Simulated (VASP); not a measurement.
A run of VASP 6.6.1:

POSCAR

```
Be2C
1.0
    2.1604635391      2.1604635391      0.0000000000
   -2.1604635391      2.1604635391      0.0000000000
    0.0000000000      2.1604635391      2.1604635391
Be C
2 1
Direct
    0.2500000000      0.7500000000      0.5000000000
    0.7500000000      0.2500000000      0.5000000000
    0.0000000000      0.0000000000      0.0000000000
```

File INCAR.step1:

```
SYSTEM = Be2C
PREC = Accurate ; ENCUT = 660
ISMEAR = 0 ; SIGMA = 0.01
LREAL = .FALSE. ; LASPH = .TRUE.
NELM = 120 ; GGA = PE
ALGO = Normal ; EDIFF = 1E-5
LWAVE = .TRUE. ; LCHARG = .FALSE.
GGA_COMPAT = .FALSE. ; IBRION = 2
ISIF = 3 ; EDIFFG = -0.005
NELMIN = 4 ; NSW = 100
```

Contents of INCAR.step2:

```
SYSTEM = Be2C
PREC = Accurate ; ENCUT = 660
EDIFF = 1E-7 ; ISMEAR = 0
SIGMA = 0.01 ; LREAL = .FALSE.
LASPH = .TRUE. ; NELM = 120
ALGO = Normal ; ISIF = 3
LWAVE = .FALSE. ; LCHARG = .FALSE.
METAGGA = R2SCAN ; LMIXTAU = .TRUE.
IBRION = 2 ; NSW = 100
EDIFFG = -0.002 ; PSTRESS = 150.0
ISTART = 1 ; GGA_COMPAT = .FALSE.
NELMIN = 4
```

The input KPOINTS:

```
regular mesh
0
G
  10 10 10
  0 0 0
```

Potentials or basis: VASP PAW PBE potentials, release 64 (Be, C).

The run is started by

```bash
$ cat potpaw_PBE.64/Be/POTCAR potpaw_PBE.64/C/POTCAR > POTCAR
$ cp INCAR.step1 INCAR
$ mpirun -np 1 vasp_std > vasp.out
$ cp INCAR.step2 INCAR
$ mpirun -np 1 vasp_std > vasp.out
```

Hardware: 1 thread of AMD EPYC 9R45 96-Core Processor (Zen 5), with other jobs on the host.

Task: How long does it take, and how much memory?

Result: Wall time 100 s on 1 thread of AMD EPYC 9R45 96-Core Processor (Zen 5), on a shared host, peak memory 0.14 GiB. Counts: k points 47, ion steps 3.
